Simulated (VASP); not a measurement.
# Ge (P6_3/mmc) in VASP: notebook, part 2 of 3

VASP 6.6.1.

## Step 3: Single point, PBE (volume scaled by 0.96)

File INCAR:

```
SYSTEM = Ge
  PREC = Accurate
  ENCUT = 520
  EDIFF = 1E-6
  ISMEAR = -1
  SIGMA = 0.05
  LREAL = .FALSE.
  LASPH = .TRUE.
  NELM = 80
  ALGO = Normal
  ISIF = 2
  LWAVE = .FALSE.
  LCHARG = .TRUE.
  GGA = PE
  LELF = .TRUE.
  LVHAR = .TRUE.
  NBANDS = 36
```

File KPOINTS:

```
regular mesh
0
G
  8 8 4
  0 0 0
```

File POSCAR:

```
Ge
1.0
    3.9435577898      0.0000000000      0.0000000000
   -1.9717788949      3.4152212273      0.0000000000
    0.0000000000      0.0000000000      6.5101862333
Ge
4
Direct
    0.3333333333      0.6666666667      0.9370987500
    0.6666666667      0.3333333333      0.4370987500
    0.3333333333      0.6666666667      0.5629012500
    0.6666666667      0.3333333333      0.0629012500
```

Potentials or basis: VASP PAW PBE potentials, release 64 (Ge_d).

Command:

```sh
> cat potpaw_PBE.64/Ge_d/POTCAR > POTCAR
> mpirun -np 1 vasp_std > vasp.out
```

OUTCAR:

```text
SYSTEM = Ge
   PREC = Accurate
   ENCUT = 520
   EDIFF = 1E-6
   ISMEAR = -1
   LREAL = .FALSE.
   LASPH = .TRUE.
   NELM = 80
   ISIF = 2
   GGA = PE

 ion  position               nearest neighbor table
   1  0.333  0.667  0.937-   4 2.42   4 2.42   4 2.42   3 2.44
   2  0.667  0.333  0.437-   3 2.42   3 2.42   3 2.42   4 2.44
   3  0.333  0.667  0.563-   2 2.42   2 2.42   2 2.42   1 2.44
   4  0.667  0.333  0.063-   1 2.42   1 2.42   1 2.42   2 2.44

  LATTYP: Found a hexagonal cell.
 ALAT       =     3.9435577898
 C/A-ratio  =     1.6508408347

  Lattice vectors:

 A1 = (   3.9435577898,   0.0000000000,   0.0000000000)
 A2 = (  -1.9717788949,   3.4152212273,   0.0000000000)
 A3 = (   0.0000000000,   0.0000000000,   6.5101862333)

Analysis of symmetry for initial positions (statically):
=====================================================================
 Subroutine PRICEL returns:
 Original cell was already a primitive cell.

 Routine SETGRP: Setting up the symmetry group for a
 hexagonal supercell.

 Subroutine GETGRP returns: Found 24 space group operations
 (whereof 12 operations were pure point group operations)
 out of a pool of 24 trial point group operations.

The static configuration has the point symmetry D_3d.
 The point group associated with its full space group is D_6h.

Analysis of symmetry for dynamics (positions and initial velocities):
=====================================================================
 Subroutine PRICEL returns:
 Original cell was already a primitive cell.

 Routine SETGRP: Setting up the symmetry group for a
 hexagonal supercell.

 Subroutine GETGRP returns: Found 24 space group operations
 (whereof 12 operations were pure point group operations)
 out of a pool of 24 trial point group operations.

The dynamic configuration has the point symmetry D_3d.
 The point group associated with its full space group is D_6h.

 Subroutine INISYM returns: Found 24 space group operations
 (whereof 12 operations are pure point group operations),
 and found     1 'primitive' translations

----------------------------------------------------------------------------------------

                                     Primitive cell

  volume of cell :      87.6800

  direct lattice vectors                    reciprocal lattice vectors
     3.943557790  0.000000000  0.000000000     0.253578127  0.146403400  0.000000000
    -1.971778895  3.415221227  0.000000000     0.000000000  0.292806800  0.000000000
     0.000000000  0.000000000  6.510186233     0.000000000  0.000000000  0.153605437

  length of vectors
     3.943557790  3.943557790  6.510186233     0.292806800  0.292806800  0.153605437

  position of ions in fractional coordinates (direct lattice)
     0.333333333  0.666666667  0.937098750
     0.666666667  0.333333333  0.437098750
     0.333333333  0.666666667  0.562901250
     0.666666667  0.333333333  0.062901250

  ion indices of the primitive-cell ions
   primitive index   ion index
                 1           1
                 2           2
                 3           3
                 4           4

----------------------------------------------------------------------------------------

 KPOINTS: regular mesh

Automatic generation of k-mesh.
 Grid dimensions read from file:
 generate k-points for:    8    8    4

 Generating k-lattice:

  Cartesian coordinates                     Fractional coordinates (reciprocal lattice)
     0.031697266  0.018300425  0.000000000     0.125000000  0.000000000  0.000000000
     0.000000000  0.036600850  0.000000000     0.000000000  0.125000000  0.000000000
     0.000000000  0.000000000  0.038401359     0.000000000  0.000000000  0.250000000

  Length of vectors
     0.036600850  0.036600850  0.038401359

  Shift w.r.t. Gamma in fractional coordinates (k-lattice)
     0.000000000  0.000000000  0.000000000

 Subroutine IBZKPT returns following result:
 ===========================================

 Found     30 irreducible k-points:

 Following reciprocal coordinates:
            Coordinates               Weight
  0.000000  0.000000  0.000000      1.000000
  0.125000  0.000000  0.000000      6.000000
  0.250000  0.000000  0.000000      6.000000
  0.375000  0.000000  0.000000      6.000000
  0.500000  0.000000  0.000000      3.000000
  0.125000  0.125000  0.000000      6.000000
[... 16 lines left out ...]
  0.250000  0.000000  0.500000      6.000000
  0.375000  0.000000  0.500000      6.000000
 [... further k-points ...]
   k-points           NKPTS =     30   k-points in BZ     NKDIM =     30   number of bands    NBANDS=     36
   number of dos      NEDOS =    301   number of ions     NIONS =      4
   total plane-waves  NPLWV =  43200
   dimension x,y,z NGX =    30 NGY =   30 NGZ =   48
   dimension x,y,z NGXF=    60 NGYF=   60 NGZF=   96
   ions per type =               4
   NGX,Y,Z   is equivalent  to a cutoff of  12.65, 12.65, 12.26 a.u.
   NGXF,Y,Z  is equivalent  to a cutoff of  25.29, 25.29, 24.51 a.u.
 SYSTEM =  Ge
   PREC   = accura    normal or accurate (medium, high low for compatibility)
   ISTART =      0    job   : 0-new  1-cont  2-samecut
   ICHARG =      2    charge: 1-file 2-atom 10-const
   ISPIN  =      1    spin polarized calculation?
   LNONCOLLINEAR =      F non collinear calculations
   LSORBIT =      F    spin-orbit coupling
   LASPH  =      T    aspherical Exc in radial PAW
   ENCUT  =  520.0 eV  38.22 Ry    6.18 a.u.   7.33  7.33 12.10*2*pi/ulx,y,z
   NELM   =     80;   NELMIN=  2; NELMDL= -5     # of ELM steps
   EDIFF  = 0.1E-05   stopping-criterion for ELM
   LREAL  =      F    real-space projection
   EDIFFG = 0.1E-04   stopping-criterion for IOM
   NSW    =      0    number of steps for IOM
   IBRION =     -1    ionic relax: 0-MD 1-quasi-New 2-CG
   NFREE  =      0    steps in history (QN), initial steepest desc. (CG)
   ISIF   =      2    stress and relaxation
   ISYM   =      2    0-nonsym 1-usesym 2-fastsym
   POTIM  = 0.5000    time-step for ionic-motion
   TEBEG  =    0.0;   TEEND  =   0.0 temperature during run
   PSTRESS=    0.0 pullay stress
   NELECT =      56.0000    total number of electrons
   NUPDOWN=      -1.0000    fix difference up-down
   EMIN   =  10.00;   EMAX   =-10.00  energy-range for DOS
   EFERMI =   0.00;   METHOD = LEGACY
   ISMEAR =    -1;   SIGMA  =   0.05  broadening in eV -4-tet -1-fermi 0-gaus
   EFERMI_NEDOS =   21; number of points for ismear=-14 and -15
   IALGO  =     38    algorithm
   IMIX   =      4    mixing-type and parameters
     AMIX     =   0.40;   BMIX     =  1.00
     AMIX_MAG =   1.60;   BMIX_MAG =  1.00
  volume/ion in A,a.u.               =      21.92       147.92
  Fermi-wavevector in a.u.,A,eV,Ry     =   1.409843  2.664217 27.043711  1.987657
  Thomas-Fermi vector in A             =   2.531857
   LORBIT       =      0    0 simple, 1 ext, 2 COOP (PROOUT), +10 PAW based schemes
   GGA     = PE    functional components
   LHFCALC =     F    Hartree Fock is set to
   AEXX    =    0.0000 exact exchange contribution
   IVDW    =     0    specifies the selected vdW correction
   LEPSILON=     F    determine dielectric tensor
   LRPA    =     F    only Hartree local field effects (RPA)
 non-spin polarized calculation
  energy-cutoff  :      520.00
  volume of cell :       87.68
 maximum number of plane-waves:      2382
 NGX is ok and might be reduce to    30
   NGX = 15   NGY = 15   NGZ = 25

 number of electron      55.9999980 magnetization

 Free energy of the ion-electron system (eV)
  ---------------------------------------------------
  ext. energy  EPLUGINS =         0.00000000
  ---------------------------------------------------
  free energy    TOTEN  =       -17.85842877 eV

  energy without entropy =      -17.85737552  energy(sigma->0) =      -17.85790215

 E-fermi :   5.4909     XC(G=0): -10.0747

 val. band max:        5.4007810478   @ k =   0.0000   0.0000   0.0000
 cond. band min:       5.4965634174   @ k =   0.0000   0.0000   0.0000
 fundamental gap:      0.0957823696
 Fermi energy:         5.4908560359

 k-point     1 :       0.0000    0.0000    0.0000
  band No.  band energies     occupation
      1     -19.5946      2.00000
      2     -19.5946      2.00000
      3     -19.5527      2.00000
      4     -19.5520      2.00000
      5     -19.5520      2.00000
      6     -19.5387      2.00000
[... 28 lines left out ...]
     35      10.0046      0.00000
     36      11.5861      0.00000
[... 866 lines left out ...]
      6     -19.5328      2.00000
[... 28 lines left out ...]
     35      13.0563      0.00000
     36      13.0563      0.00000

 [... further k-points ...]
[... 5 lines left out ...]
  --------------------------------------------------------------------------------------
  -------------------------------------------------------------------------------------
  Total        3.3635253      3.3635253      3.1961337      0.0000000      0.0000000      0.0000000
  in kB       61.4617348     61.4617348     58.4029865      0.0000000      0.0000000      0.0000000
  external PRESSURE =      60.4421520 kB  Pullay stress =       0.0000000 kB

 VOLUME and BASIS-vectors are now :
 -----------------------------------------------------------------------------
  energy-cutoff  :      520.00
  volume of cell :       87.68
      direct lattice vectors                 reciprocal lattice vectors
     3.943557790  0.000000000  0.000000000     0.253578127  0.146403400  0.000000000
    -1.971778895  3.415221227  0.000000000     0.000000000  0.292806800  0.000000000
     0.000000000  0.000000000  6.510186233     0.000000000  0.000000000  0.153605437

 POSITION                                       TOTAL-FORCE (eV/Angst)
 -----------------------------------------------------------------------------------
     -0.00000      2.27681      6.10069         0.000000     -0.000000     -0.023038
      1.97178      1.13841      2.84559        -0.000000      0.000000     -0.023038
     -0.00000      2.27681      3.66459         0.000000     -0.000000      0.023038
      1.97178      1.13841      0.40950        -0.000000      0.000000      0.023038
 -----------------------------------------------------------------------------------
    total drift:                               -0.000000      0.000000     -0.000000

  FREE ENERGIE OF THE ION-ELECTRON SYSTEM (eV)
  ---------------------------------------------------
  free  energy   TOTEN  =       -17.8584287699 eV

  energy  without entropy=      -17.8573755231  energy(sigma->0) =      -17.85790215
```

OSZICAR:

```text
N       E                     dE             d eps       ncg     rms          rms(c)
DAV:   1     0.487172581684E+03    0.48717E+03   -0.28304E+04  2548   0.435E+03
DAV:   2     0.662584753998E+02   -0.42091E+03   -0.40991E+03  2160   0.793E+02
DAV:   3    -0.135890162960E+02   -0.79847E+02   -0.78659E+02  2288   0.205E+02
DAV:   4    -0.179702030071E+02   -0.43812E+01   -0.43611E+01  2520   0.562E+01
DAV:   5    -0.180585021243E+02   -0.88299E-01   -0.88257E-01  2408   0.871E+00    0.476E+00
DAV:   6    -0.179250500258E+02    0.13345E+00   -0.67659E-02  2368   0.192E+00    0.281E+00
DAV:   7    -0.178540780454E+02    0.70972E-01   -0.11578E-01  2372   0.227E+00    0.198E-01
DAV:   8    -0.178576178871E+02   -0.35398E-02   -0.12748E-02  2412   0.968E-01    0.857E-02
DAV:   9    -0.178583897281E+02   -0.77184E-03   -0.86082E-04  2352   0.131E-01    0.209E-02
DAV:  10    -0.178584181991E+02   -0.28471E-04   -0.50894E-05  2628   0.722E-02    0.827E-03
DAV:  11    -0.178584279569E+02   -0.97578E-05   -0.21247E-05  1912   0.232E-02    0.318E-03
DAV:  12    -0.178584287699E+02   -0.81302E-06   -0.16853E-06  1708   0.145E-02
   1 F= -.17858429E+02 E0= -.17857902E+02  d E =-.105325E-02
```

Run time: 49 s. Hardware: 1 thread of Intel Xeon Platinum 8488C (Sapphire Rapids), shared host; peak memory 0.22 GiB.

Results:

* Free energy: -17.8584 eV
* Pressure: 6.0 GPa
* Largest force: 0.023 eV/Å
* Band gap on the k mesh: zero (filled and empty bands touch)

Forces in eV/Å, atoms in the order of the input:
```
Ge   0.000  0.000 -0.023
Ge   0.000  0.000 -0.023
Ge   0.000  0.000  0.023
Ge   0.000  0.000  0.023
```

Stress tensor (GPa, compression positive):
```
6.15 0.00 0.00
0.00 6.15 0.00
0.00 0.00 5.84
```

(Part 2 of 3 ends here.)
